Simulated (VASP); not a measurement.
Re, 2 atoms in the cell. Symmetry: P6_3/mmc, No. 194, hexagonal system. The conventional cell has a = 2.765 Å, b = 2.765 Å, c = 4.474 Å, α = 90.00°, β = 90.00°, γ = 120.00°. Re (site symmetry -6m2) has 12 Re at 2.75 to 2.77 Å within 3.6 Å. 

```yaml
Program: VASP 6.6.1
Task: single point
Functional: PBE
Potentials_or_basis: VASP PAW PBE potentials, release 64 (Re)
Cutoff: 520 eV
k_mesh: 5 × 5 × 3
Occupations: gaussian, width 0.1 eV
Spin: no spin polarisation
Dipole_correction: no
Further_INCAR_settings: ALGO = Fast; EDIFF = 1e-07; NBANDS = 14
```

Potentials or basis: VASP PAW PBE potentials, release 64 (Re).

Run with:

```sh
$ cat potpaw_PBE.64/Re/POTCAR > POTCAR
$ mpirun -np 1 vasp_std > vasp.out
```

Hardware: 1 thread of Intel(R) Xeon(R) Platinum 8488C (Sapphire Rapids) (shared host).

Question: How long does it take, and how much memory?

Answer: Run time: 9 s on 1 thread of Intel(R) Xeon(R) Platinum 8488C (Sapphire Rapids), on a shared host, peak memory 0.14 GiB. Counts: scf iterations 15, k points 10.
